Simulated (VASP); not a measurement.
A run of VASP 6.6.1:

The input INCAR:

```
PREC     = Accurate       # precision mode
ENCUT    = 520            # plane-wave cutoff, eV
EDIFF    = 1E-6           # SCF threshold, eV
ISMEAR   = -1             # smearing method
SIGMA    = 0.1            # smearing width, eV
LREAL    = False          # projectors in reciprocal space
LASPH    = True           # aspherical terms in the spheres
NELM     = 60             # most SCF steps
ALGO     = Normal         # electronic algorithm
ISIF     = 2              # what is computed and relaxed
LWAVE    = False          # write WAVECAR
LCHARG   = False          # write CHGCAR
GGA      = CA             # functional
NBANDS   = 17             # bands
```

The input KPOINTS:

```
regular mesh
0
Gamma
  6 6 6
```

Contents of POSCAR:

```
Hf
1.0
    0.0000000000      3.1198332146      3.1198332146
    3.1198332146      0.0000000000      3.1198332146
    3.1198332146      3.1198332146      0.0000000000
Hf
2
Direct
    0.0000000000      0.0000000000      0.0000000000
    0.2500000000      0.2500000000      0.2500000000
```

Potentials or basis: VASP PAW LDA potentials, release 64 (Hf_pv).

Command:

```bash
$ cat potpaw_LDA.64/Hf_pv/POTCAR > POTCAR
$ mpirun -np 1 vasp_std > vasp.out
```

Hardware: 1 thread of Intel(R) Xeon(R) 6975P-C (Granite Rapids), on a shared host.

Question: Estimate the wall time of this run.

Answer: It took 6.3 s on 1 thread of Intel(R) Xeon(R) 6975P-C (Granite Rapids), with other jobs on the host, peak memory 0.16 GiB. Counts: scf iterations 11, k points 16.
